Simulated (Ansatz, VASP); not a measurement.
**FeNi: VASP beside Ansatz**

```xyz
2
Lattice="2.5161 0.0000 0.0000 0.0000 2.5161 0.0000 0.0000 0.0000 3.5294" Properties=species:S:1:pos:R:3 pbc="T T T"
Fe    0.0000    0.0000    0.0000
Ni    1.2581    1.2581    1.7647
```

Alike in both runs: functional r2SCAN; k mesh 13 × 13 × 9; occupations fermi-dirac, width 0.1 eV; collinear spin.

Ansatz relaxed the structure, and its values are those at the end. VASP's run is a single point on that final structure, the one shown.

|  | VASP | Ansatz |
| --- | --- | --- |
| version | VASP 6.6.1 | Ansatz 0.2.0 |
| potentials or method | VASP PAW PBE potentials, release 64 (Fe, Ni), cutoff 520 eV | plane waves, PAW |
| valence electrons in the cell | 18 | 34 |

|  | VASP | Ansatz | Ansatz less VASP |
| --- | --- | --- | --- |
| pressure (GPa) | 0.0 | 0.0 | +0.02 |
| net moment per atom (μB) | 1.76 | 1.77 | +0.009 |
| size of the moment on the site where the two differ most (μB) | 0.67 | 0.77 | +0.097 |

VASP's potentials were made for PBE, not for r2SCAN. Site moments also hang on the region over which each program counts them. With one functional, cell and mesh, what is left measures potentials, basis and numerics. VASP's potentials hold 18 valence electrons a cell and Ansatz's 34, so a difference there can come from the potentials and not from the codes. Ansatz's warnings: seeded moment not kept.
